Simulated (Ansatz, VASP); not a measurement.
**Ti: VASP beside Ansatz**

INCAR

```
PREC     = Accurate       # precision mode
ENCUT    = 520            # plane-wave cutoff, eV
EDIFF    = 1E-7           # SCF threshold, eV
ISMEAR   = -1             # smearing method
SIGMA    = 0.1            # smearing width, eV
LREAL    = F              # projectors in reciprocal space
LASPH    = T              # aspherical terms in the spheres
NELM     = 60             # most SCF steps
ALGO     = Normal         # electronic algorithm
ISIF     = 2              # what is computed and relaxed
LWAVE    = F              # write WAVECAR
LCHARG   = T              # write CHGCAR
GGA      = RE             # functional
LELF     = T              # ELF
LVHAR    = T            
NBANDS   = 32             # bands
```

The input KPOINTS:

```
regular mesh
0
Gamma
  14 14 4
```

Contents of POSCAR:

```
Ti
1.0
    3.0316371720      0.0000000000      0.0000000000
   -1.5158185860      2.6254748060      0.0000000000
    0.0000000000      0.0000000000      9.7013114434
Ti
4
Direct
    0.0000000000      1.0000000000      0.0000000000
    0.0000000000      1.0000000000      0.5000000000
    0.3333333333      0.6666666667      0.2500000000
    0.6666666667      0.3333333333      0.7500000000
```

Input for Ansatz:

```yaml
crystal:
  lattice:
    - [3.031637172, 0.0, 0.0]
    - [-1.515818586, 2.625474806, 0.0]
    - [0.0, 0.0, 9.7013114434]
  atoms:
    - { symbol: Ti, position: [0.0, 1.0, 0.0] }
    - { symbol: Ti, position: [0.0, 1.0, 0.5] }
    - { symbol: Ti, position: [0.3333333333, 0.6666666667, 0.25] }
    - { symbol: Ti, position: [0.6666666667, 0.3333333333, 0.75] }
hamiltonian:
  xc: revpbe
  pseudopotentials:
    kind: paw
    azcp:
      Ti: "pseudopotentials/Ti.paw.azcp"
basis:
  ecutwfc: 420
  fft_grid_basis: typed
kpoints:
  mp_grid: { grid: [14, 14, 4], shift: [0, 0, 0] }
magnetization:
  spin_polarized: false
scf:
  occupations: { method: fermi_dirac, width: 0.1 }
  lower_state_search: "off"
output:
  stress: true
```

Alike in both runs: task single point; functional revPBE; k mesh 14 × 14 × 4; occupations fermi-dirac, width 0.1 eV; no spin polarisation.

|  | VASP | Ansatz |
| --- | --- | --- |
| version | VASP 6.6.1 | Ansatz 0.2.0 |
| potentials or method | VASP PAW PBE potentials, release 64 (Ti_sv), cutoff 520 eV | plane waves (420 eV) with PAW, scalar-relativistic |
| valence electrons in the cell | 48 | 48 |

|  | VASP | Ansatz | Ansatz less VASP |
| --- | --- | --- | --- |
| pressure (GPa) | -7.2 | -7.0 | +0.16 |
| traceless stress, the component that is largest in VASP (GPa) | 0.05 | 0.06 | +0.005 |

VASP's potentials were made for PBE, not for revPBE.
